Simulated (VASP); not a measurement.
Set up this calculation in VASP 6.6.1, as the native input.

```yaml
Task: single point
Functional: r2SCAN
Potentials_or_basis: VASP PAW PBE potentials, release 64 (Fe)
Cutoff: 520 eV
k_mesh: 13 × 13 × 13
Occupations: gaussian, width 0.1 eV
Spin: collinear spin, ferromagnetic start
Starting_moments: "[4.19] μB"
Fixed_moment: 4.19 μB
Dipole_correction: no
Further_INCAR_settings: ALGO = Normal; EDIFF = 1e-06; NBANDS = 14
```

Fe:

```xyz
1
Lattice="-1.4390 1.4390 1.4390 1.4390 -1.4390 1.4390 1.4390 1.4390 -1.4390" Properties=species:S:1:pos:R:3 pbc="T T T"
Fe    0.0000    0.0000    0.0000
```

The input as run:

POSCAR

```
Fe
1.0
   -1.4390000000      1.4390000000      1.4390000000
    1.4390000000     -1.4390000000      1.4390000000
    1.4390000000      1.4390000000     -1.4390000000
Fe
1
Direct
    0.0000000000      0.0000000000      0.0000000000
```

INCAR.step1

```
PREC = Accurate ; ENCUT = 520
ISMEAR = 0 ; SIGMA = 0.1
LREAL = False ; LASPH = True
NELM = 150 ; ISPIN = 2
MAGMOM = 4.19 ; NUPDOWN = 4.19
LMAXMIX = 4 ; NBANDS = 14
GGA = PE ; ALGO = Normal
EDIFF = 1E-4 ; LWAVE = True
LCHARG = False
```

INCAR.step2

```
PREC = Accurate ; ENCUT = 520
EDIFF = 1E-6 ; ISMEAR = 0
SIGMA = 0.1 ; LREAL = False
LASPH = True ; NELM = 150
ALGO = Normal ; ISIF = 2
LWAVE = False ; LCHARG = False
ISPIN = 2 ; MAGMOM = 4.19
LORBIT = 11 ; NUPDOWN = 4.19
LMAXMIX = 4 ; METAGGA = R2SCAN
LMIXTAU = True ; NBANDS = 14
ISTART = 1
```

KPOINTS

```
regular mesh
0
Gamma
  13 13 13
```

Potentials or basis: VASP PAW PBE potentials, release 64 (Fe).

The run is started by

```sh
$ cat potpaw_PBE.64/Fe/POTCAR > POTCAR
$ cp INCAR.step1 INCAR
$ mpirun -np 1 vasp_std > vasp.out
$ cp INCAR.step2 INCAR
$ mpirun -np 1 vasp_std > vasp.out
```

It gave:

The pressure is 61.3 GPa, the net moment is 4.19 μB per cell and the site moments are Fe +4.03 μB. The valence electrons inside the program's atomic spheres are Fe 7.14.

Caveat: the PAW data sets were made with another functional, which shifts forces and pressure a little; the total moment is fixed, so each spin has its own Fermi level.

It took 3.4 min on 1 thread of AMD EPYC 7R13, on a shared host, peak memory 0.12 GiB.
